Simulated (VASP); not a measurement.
Here is a VASP 6.6.1 calculation.

INCAR

```
SYSTEM = Si
  PREC = Accurate
  ENCUT = 520
  EDIFF = 1E-7
  ISMEAR = 0
  SIGMA = 0.02
  LREAL = Auto
  LASPH = .True.
  NELM = 100
  ALGO = Normal
  ISIF = 2
  LWAVE = .False.
  LCHARG = .False.
  GGA = PE
  NBANDS = 48
```

Contents of KPOINTS:

```
Automatic mesh
0
Gamma
  2 2 2
  0 0 0
```

The input POSCAR:

```
Si
1.0
    0.0000000000      5.4300000000      5.4300000000
    5.4300000000      0.0000000000      5.4300000000
    5.4300000000      5.4300000000      0.0000000000
Si
17
Direct
   -0.0299935543      0.0101397790      0.0095510129
    0.1261024862      0.1157877532      0.1149864641
   -0.0012312155     -0.0126262431      0.5064514733
    0.1259689687      0.1156700737      0.6423639963
   -0.0011393186      0.5071498158     -0.0134406077
    0.1259662983      0.6429482505      0.1149854512
   -0.0013396869      0.5071214549      0.5064614180
    0.1437695212      0.6188610497      0.6181614180
    0.5023709945     -0.0036908840     -0.0041774401
    0.5952456722      0.1349998158      0.1345351750
    0.5022135359     -0.0036026703      0.5047557090
    0.6284070902      0.1203017495      0.6252402394
    0.5022374770      0.5052652855     -0.0041116943
    0.6285337937      0.6257166667      0.1197347145
    0.5179269797      0.4941164825      0.4935255064
    0.6282748619      0.6258150092      0.6253041436
    1.1653799263      0.2783206262      0.2777791897
```

Potentials or basis: VASP PAW PBE potentials, release 64 (Si).

The run is started by

```bash
$ cat potpaw_PBE.64/Si/POTCAR > POTCAR
$ mpirun -np 1 vasp_std > vasp.out
```

(1) Estimate the pressure.

(2) What does it give for the largest force?

(3) Estimate the band gap on the k mesh.

## Answers

(1) 5.3 GPa.

(2) 0.964 eV/Å.

(3) zero (band 34 reaches 6.84 eV, above the bottom of band 35 at 6.79 eV).

Caveat: the k points lie up to 0.50 Å⁻¹ apart.
